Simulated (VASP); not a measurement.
A run of VASP 6.6.1 is set up as follows.

INCAR

```
SYSTEM = TaN
PREC     = Accurate       ! precision mode
ENCUT    = 520            ! plane-wave cutoff, eV
EDIFF    = 1E-6           ! SCF threshold, eV
ISMEAR   = 0              ! smearing method
SIGMA    = 0.15           ! smearing width, eV
LREAL    = .False.        ! projectors in reciprocal space
LASPH    = .True.         ! aspherical terms in the spheres
NELM     = 80             ! most SCF steps
ALGO     = Normal         ! electronic algorithm
ISIF     = 2              ! what is computed and relaxed
LWAVE    = .False.        ! write WAVECAR
LCHARG   = .True.         ! write CHGCAR
GGA      = PS             ! functional
LELF     = .True.         ! ELF
LVHAR    = .True.       
NBANDS   = 15             ! bands
```

Contents of KPOINTS:

```
regular mesh
0
Gamma
  18 18 16
  0 0 0
```

The input POSCAR:

```
TaN
1.0
    2.9606000000      0.0000000000      0.0000000000
   -1.4803000000      2.5639548105      0.0000000000
    0.0000000000      0.0000000000      2.7631000000
Ta N
1 1
Direct
    0.3333333333      0.6666666667      0.5000000000
    0.0000000000      0.0000000000      0.0000000000
```

Potentials or basis: VASP PAW PBE potentials, release 64 (Ta_pv, N).

The run is started by

```sh
$ cat potpaw_PBE.64/Ta_pv/POTCAR potpaw_PBE.64/N/POTCAR > POTCAR
$ mpirun -np 1 vasp_std > vasp.out
```

(1) Estimate the band gap on the k mesh.

(2) Predict the pressure.

Results:

(1) zero (band 8 reaches 8.63 eV, above the bottom of band 9 at 8.33 eV).

(2) 8.0 GPa.

Caveat: the PAW data sets were made with another functional, which shifts forces and pressure a little; spin-orbit coupling is left out, which moves the levels of the heavy elements.
